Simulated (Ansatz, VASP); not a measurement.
## TiAl: VASP beside Ansatz

```
Ti Al
1.0
     3.64388    0.00000    0.00000
     0.00000    3.64388    0.00000
     0.00000    0.00000    2.36852
Ti Al
1 1
Direct
  0.00000 0.00000 0.00000
  0.50000 0.50000 0.50000
```

Alike in both runs: task single point; functional PBEsol; k mesh 22 × 22 × 22; occupations gaussian, width 0.15 eV; no spin polarisation.

|  | VASP | Ansatz |
| --- | --- | --- |
| version | VASP 6.6.1 | Ansatz 0.2.0 |
| potentials or method | VASP PAW PBE potentials, release 64 (Ti_sv, Al), cutoff 520 eV | scalar-relativistic, plane waves, PAW |
| valence electrons in the cell | 15 | 15 |

|  | VASP | Ansatz | Ansatz less VASP |
| --- | --- | --- | --- |
| gap on the k mesh at the Fermi level (eV) | none | none | - |
| pressure (GPa) | 7.1 | 7.1 | -0.07 |
| traceless stress, the component that is largest in VASP (GPa) | 23.71 | 23.56 | -0.150 |

VASP's potentials were made for PBE, not for PBEsol. A gap of «none» marks a metal or a gap that the smearing closes.
